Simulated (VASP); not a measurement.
# HCl in VASP: vibrations by perturbation theory with LDA

Aim: the vibrations by perturbation theory of HCl with LDA.

All numbers are computed with VASP 6.6.1; they aren't measurements. Logs are shortened: lines on timing, memory, paths and dates and some standing lists are left out, and cuts for length are marked.

## Step 1: The cell of the first run

The typed cell holds 2 atoms: a = 3.568 Å, b = 3.568 Å, c = 3.568 Å, α = 119.27°, β = 119.28°, γ = 91.26°.

## Step 2: Vibrations by perturbation theory, LDA

Input file INCAR:

```
PREC = Accurate ; ENCUT = 520
EDIFF = 1E-8 ; ISMEAR = 0
SIGMA = 0.01 ; LREAL = F
LASPH = T ; NELM = 60
ALGO = Normal ; ISIF = 2
LWAVE = F ; LCHARG = F
GGA = CA ; IBRION = 8
NSW = 1 ; LEPSILON = T
```

Input file KPOINTS:

```
regular mesh
0
Gamma
  10 10 10
```

Input file POSCAR:

```
HCl
1.0
   -1.8037776860      1.8035689456      2.4953680687
    1.8037776860     -1.8035689456      2.4953680687
    1.8037776860      1.8035689456     -2.4953680687
H Cl
1 1
Direct
    0.7029663445      0.7029663445      0.0000000000
    0.9650336555      0.9650336555      0.0000000000
```

Potentials or basis: VASP PAW LDA potentials, release 64 (H, Cl).

Run with:

```sh
$ cat potpaw_LDA.64/H/POTCAR potpaw_LDA.64/Cl/POTCAR > POTCAR
$ mpirun -np 1 vasp_std > vasp.out
```

OUTCAR:

```text
PREC = Accurate
   ENCUT = 520
   EDIFF = 1E-8
   ISMEAR = 0
   LREAL = F
   LASPH = T
   NELM = 60
   ISIF = 2
   GGA = CA
   IBRION = 8
   NSW = 1
   LEPSILON = T

 ion  position               nearest neighbor table
   1  0.703  0.703  0.000-   2 1.31
   2  0.965  0.965  0.000-   1 1.31

  LATTYP: Found a body centered orthorhombic cell.
 ALAT       =     3.6071378912
 B/A-ratio  =     1.0001157374
 C/A-ratio  =     1.3835723191

  Lattice vectors:

 A1 = (   1.8037776860,  -1.8035689456,  -2.4953680687)
 A2 = (  -1.8037776860,   1.8035689456,  -2.4953680687)
 A3 = (   1.8037776860,   1.8035689456,   2.4953680687)

Analysis of symmetry for initial positions (statically):
=====================================================================
 Subroutine PRICEL returns:
 Original cell was already a primitive cell.

 Routine SETGRP: Setting up the symmetry group for a
 body centered orthorhombic supercell.

 Subroutine GETGRP returns: Found  4 space group operations
 (whereof  4 operations were pure point group operations)
 out of a pool of  8 trial point group operations.

The static configuration has the point symmetry C_2v.

Analysis of symmetry for dynamics (positions and initial velocities):
=====================================================================
 Subroutine PRICEL returns:
 Original cell was already a primitive cell.

 Routine SETGRP: Setting up the symmetry group for a
 body centered orthorhombic supercell.

 Subroutine GETGRP returns: Found  4 space group operations
 (whereof  4 operations were pure point group operations)
 out of a pool of  8 trial point group operations.

The dynamic configuration has the point symmetry C_2v.

 Subroutine INISYM returns: Found  4 space group operations
 (whereof  4 operations are pure point group operations),
 and found     1 'primitive' translations

----------------------------------------------------------------------------------------

                                     Primitive cell

  volume of cell :      32.4721

  direct lattice vectors                    reciprocal lattice vectors
    -1.803777686  1.803568946  2.495368069     0.000000000  0.277228104  0.200371242
     1.803777686 -1.803568946  2.495368069     0.277196022  0.000000000  0.200371242
     1.803777686  1.803568946 -2.495368069     0.277196022  0.277228104  0.000000000

  length of vectors
     3.568380120  3.568380120  3.568380120     0.342058557  0.342032556  0.392037060

  position of ions in fractional coordinates (direct lattice)
     0.702966344  0.702966344  0.000000000
     0.965033656  0.965033656  0.000000000

  ion indices of the primitive-cell ions
   primitive index   ion index
                 1           1
                 2           2

----------------------------------------------------------------------------------------

 KPOINTS: regular mesh

Automatic generation of k-mesh.
 Grid dimensions read from file:
 generate k-points for:   10   10   10

 Generating k-lattice:

  Cartesian coordinates                     Fractional coordinates (reciprocal lattice)
     0.000000000  0.027722810  0.020037124     0.100000000  0.000000000  0.000000000
     0.027719602  0.000000000  0.020037124    -0.000000000  0.100000000  0.000000000
     0.027719602  0.027722810  0.000000000    -0.000000000  0.000000000  0.100000000

  Length of vectors
     0.034205856  0.034203256  0.039203706

  Shift w.r.t. Gamma in fractional coordinates (k-lattice)
     0.000000000  0.000000000  0.000000000

 Subroutine IBZKPT returns following result:
 ===========================================

 Found    171 irreducible k-points:

[... 367 lines left out ...]

 VOLUME and BASIS-vectors are now :
 -----------------------------------------------------------------------------
  energy-cutoff  :      520.00
  volume of cell :       32.47
      direct lattice vectors                 reciprocal lattice vectors
    -1.803777686  1.803568946  2.495368069     0.000000000  0.277228104  0.200371242
     1.803777686 -1.803568946  2.495368069     0.277196022  0.000000000  0.200371242
     1.803777686  1.803568946 -2.495368069     0.277196022  0.277228104  0.000000000

 POSITION                                       TOTAL-FORCE (eV/Angst)
 -----------------------------------------------------------------------------------
      0.00000      0.00000      3.50832        -0.000000     -0.000000      0.083382
      0.00000      0.00000      4.81623         0.000000      0.000000     -0.083382
 -----------------------------------------------------------------------------------
    total drift:                                0.000002      0.000002     -0.000150

  FREE ENERGIE OF THE ION-ELECTRON SYSTEM (eV)
  ---------------------------------------------------
  free  energy   TOTEN  =        -6.6263825548 eV

  energy  without entropy=       -6.6263825548  energy(sigma->0) =       -6.62638255

 HEAD OF MICROSCOPIC STATIC DIELECTRIC TENSOR (INDEPENDENT PARTICLE, excluding Hartree and local field effects)
 ------------------------------------------------------
           2.936196     0.000000     0.000000
           0.000000     2.936156     0.000000
           0.000000     0.000000     3.332908
 ------------------------------------------------------

 Free energy of the ion-electron system (eV)
  ---------------------------------------------------
  ---------------------------------------------------
  free energy    TOTEN  =        -0.16162405 eV

  energy without entropy =       -0.16162405

------------------------ aborting loop because EDIFF is reached ----------------------------------------

--------------------------------------- Ionic step        2  -------------------------------------------

------------------------ aborting loop because EDIFF is reached ----------------------------------------

--------------------------------------- Ionic step        3  -------------------------------------------

------------------------ aborting loop because EDIFF is reached ----------------------------------------

 PIEZOELECTRIC TENSOR FIELD DIRECTION 3  (e Angst)
 -----------------------------------------------------------------------------
     0.12952  0.00000  0.00000           ( -0.02754  0.00000  0.00000)
     0.00000  0.12951  0.00000           (  0.00000 -0.02754  0.00000)
     0.00000  0.00000 -0.22785           (  0.00000  0.00000  0.04034)

 PIEZOELECTRIC TENSOR FIELD DIRECTION 3  (C/m^2)
 -----------------------------------------------------------------------------
     0.06390  0.00000  0.00000
     0.00000  0.06390  0.00000
     0.00000  0.00000 -0.11242

--------------------------------------- Ionic step        4  -------------------------------------------
[... 17 lines left out ...]
------------------------ aborting loop because EDIFF is reached ----------------------------------------

--------------------------------------- Ionic step        9  -------------------------------------------

 Free energy of the ion-electron system (eV)
  ---------------------------------------------------
  ---------------------------------------------------
  free energy    TOTEN  =        -0.18408254 eV

  energy without entropy =       -0.18408254

------------------------ aborting loop because EDIFF is reached ----------------------------------------

 INTERNAL STRAIN TENSOR  FOR ION    2  DIRECTION 3   (eV/Angst):
 -----------------------------------------------------------------------------
    -0.68661  0.00000  0.00000
     0.00000 -0.68696  0.00000
     0.00000  0.00000-33.23896

 MACROSCOPIC STATIC DIELECTRIC TENSOR (including local field effects in DFT)
 ------------------------------------------------------
           2.659437     0.000000     0.000000
           0.000000     2.659442     0.000000
           0.000000     0.000000     2.757504
 ------------------------------------------------------

 PIEZOELECTRIC TENSOR (including local field effects)  for field in x, y, z        (e  Angst)
          XX          YY          ZZ          XY          YZ          ZX
  --------------------------------------------------------------------------------
  x     0.00000     0.00000     0.00000     0.00000     0.00000     0.14060
  y     0.00000     0.00000     0.00000     0.00000     0.14056     0.00000
  z     0.12952     0.12951    -0.22785     0.00000     0.00000     0.00000

 PIEZOELECTRIC TENSOR (including local field effects)  for field in x, y, z        (C/m^2)
          XX          YY          ZZ          XY          YZ          ZX
  --------------------------------------------------------------------------------
  x     0.00000     0.00000     0.00000     0.00000     0.00000     0.06937
  y     0.00000     0.00000     0.00000     0.00000     0.06935     0.00000
  z     0.06390     0.06390    -0.11242     0.00000     0.00000     0.00000

 BORN EFFECTIVE CHARGES (including local field effects) (in |e|, cummulative output)
 ---------------------------------------------------------------------------------
 ion    1
    1     0.37834     0.00000     0.00000
    2     0.00000     0.37832     0.00000
    3     0.00000     0.00000     0.57826
 ion    2
    1    -0.37834     0.00000     0.00000
    2     0.00000    -0.37832     0.00000
    3     0.00000     0.00000    -0.57826

 INTERNAL STRAIN TENSOR FOR ION    2 for displacements in x,y,z  (eV/Angst):
          X           Y           Z          XY          YZ          ZX
  --------------------------------------------------------------------------------
  x     0.00000     0.00000     0.00000     0.00000     0.00000    -0.96881
  y     0.00000     0.00000     0.00000     0.00000    -0.36859     0.00000
  z    -0.68661    -0.68696   -33.23896     0.00000     0.00000     0.00000

 SECOND DERIVATIVES (NOT SYMMETRIZED)
 ------------------------------------
               1X          1Y          1Z          2X          2Y          2Z
  1X    -0.159331    0.000000    0.000000    0.159331    0.000000    0.000000
  1Y     0.000000   -0.159193    0.000000    0.000000    0.159193    0.000000
  1Z     0.000000    0.000000  -25.627898    0.000000    0.000000   25.627898
  2X     0.154653    0.000000    0.000000   -0.154653    0.000000    0.000000
  2Y     0.000000    0.154595    0.000000    0.000000   -0.154595    0.000000
  2Z     0.000000    0.000000   25.643900    0.000000    0.000000  -25.643900

 Eigenvectors and eigenvalues of the dynamical matrix
 ----------------------------------------------------

   1 f  =   80.251116 THz   504.232634 2PiTHz 2676.889093 cm-1   331.891799 meV
             X         Y         Z           dx          dy          dz
      0.000000  0.000000  3.508320     0.000000    0.000000    0.986180
      0.000000  0.000000  4.816228    -0.000000   -0.000000   -0.165678
[... 21 lines left out ...]
   6 f/i=    0.015179 THz     0.095374 2PiTHz    0.506324 cm-1     0.062776 meV
             X         Y         Z           dx          dy          dz
      0.000000  0.000000  3.508320     0.163261    0.000000    0.000000
      0.000000  0.000000  4.816228     0.986583    0.000000    0.000000

--------------------------------------------------------------------------------------------------------

 MACROSCOPIC STATIC DIELECTRIC TENSOR IONIC CONTRIBUTION
 ------------------------------------------------------
           5.080322     0.000000     0.000000
           0.000000     5.083068    -0.000000
           0.000000    -0.000000     0.072686
 ------------------------------------------------------

 ELASTIC MODULI CONTR FROM IONIC RELAXATION (kBar)
 Direction    XX          YY          ZZ          XY          YZ          ZX
 --------------------------------------------------------------------------------
 XX          -0.7971     -0.7971    -41.2727      0.0000     -0.0000      0.0000
 YY          -0.7971     -0.7970    -41.2716      0.0000     -0.0000      0.0000
 ZZ         -41.2727    -41.2716  -2137.0993      0.0000      0.0000     -0.0000
 XY           0.0000      0.0000      0.0000      0.0000      0.0000      0.0000
 YZ          -0.0000     -0.0000      0.0000      0.0000    -83.4575     -0.0000
 ZX           0.0000      0.0000     -0.0000      0.0000     -0.0000   -207.3317
 --------------------------------------------------------------------------------

 PIEZOELECTRIC TENSOR IONIC CONTR  for field in x, y, z        (C/m^2)
          XX          YY          ZZ          XY          YZ          ZX
  --------------------------------------------------------------------------------
  x    -0.00000    -0.00000     0.00000     0.00000     0.00000     0.96572
  y     0.00000     0.00000    -0.00000     0.00000     0.61287     0.00000
  z     0.00716     0.00716     0.37086     0.00000    -0.00000     0.00000
```

Run time: 19 min. Hardware: 1 thread of Intel Xeon Platinum 8175M at 2.50GHz (Skylake/Cascade Lake), shared host; peak memory 0.35 GiB.

What came out:

```yaml
Electronic_dielectric_tensor_diagonal: 2.66, 2.66, 2.76
Born_charges_mean_of_the_diagonal: H +0.44; Cl -0.44 e
Highest_phonon_frequency_at_Γ_LO-TO_splitting_left_out: 2677 cm⁻¹
```

Phonon frequencies in cm⁻¹ (negative: imaginary):
| q point | frequencies |
| --- | --- |
| (0.000, 0.000, 0.000) | -1 0 0 211 211 2677 |

Electronic dielectric tensor:
```
2.66 0.00 0.00
0.00 2.66 0.00
0.00 0.00 2.76
```

Born effective charge tensors (e):
atom 1, H
```
0.38 0.00 0.00
0.00 0.38 0.00
0.00 0.00 0.58
```
atom 2, Cl
```
-0.38  0.00  0.00
 0.00 -0.38  0.00
 0.00  0.00 -0.58
```
